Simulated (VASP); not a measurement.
Crystal: Cu.

```xyz
1
Lattice="0.0000 1.7831 1.7831 1.7831 0.0000 1.7831 1.7831 1.7831 0.0000" Properties=species:S:1:pos:R:3 pbc="T T T"
Cu    0.0000    0.0000    0.0000
```

Base run:

```yaml
Program: VASP 6.6.1
Functional: PBE exchange alone
Potentials_or_basis: VASP PAW PBE potentials, release 64 (Cu)
Cutoff: 600 eV
k_mesh: 13 × 13 × 13
Occupations: fermi-dirac, width 0.05 eV
Spin: no spin polarisation
```

Its results: band gap on the k mesh zero (an odd number of electrons rules out a gap without spin polarisation); pressure 31.9 GPa.

The run is repeated on the same cell with these changes: functional from PBE exchange alone to HSE06; cutoff from 600 eV to 520 eV; k mesh from 13 × 13 × 13 to 8 × 8 × 8. What comes out?

Band gap on the k mesh zero (an odd number of electrons rules out a gap without spin polarisation); pressure 9.2 GPa.

Several settings changed at once.

Caveats: some runs use coarse meshes; the cell stands under pressure (at least some runs); the PAW data sets were made with another functional, which shifts forces and pressure a little (at least some runs).
